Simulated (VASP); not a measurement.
The system is GaAs.

```
CELL_PARAMETERS angstrom
0.00000 2.83308 2.83308
2.83308 0.00000 2.83308
2.83308 2.83308 0.00000
ATOMIC_POSITIONS crystal
Ga 0.00000 0.00000 0.00000
As 0.25000 0.25000 0.25000
```

Base run:

| Quantity | Value |
| --- | --- |
| Program | VASP 6.6.1 |
| Functional | PBE |
| Potentials or basis | VASP PAW PBE potentials, release 64 (Ga_d, As) |
| Cutoff | 520 eV |
| k mesh | 6 × 6 × 6 |
| Occupations | gaussian, width 0.01 eV |
| Spin | no spin polarisation |

Its results: band gap on the k mesh 0.47 eV, direct; electronic dielectric tensor (diagonal) 63.11.

Task: The run is repeated on the same cell with these changes: functional from PBE to r2SCAN. What comes out?

Result: Band gap on the k mesh 0.94 eV, direct; electronic dielectric tensor (diagonal) 11.03.

r2SCAN gives the wider gap, since meta-GGAs in the generalised Kohn-Sham scheme recover part of the derivative discontinuity.

Caveats: the gap is small at this level, which inflates the dielectric constant (some runs).

A k mesh can miss the band edges.
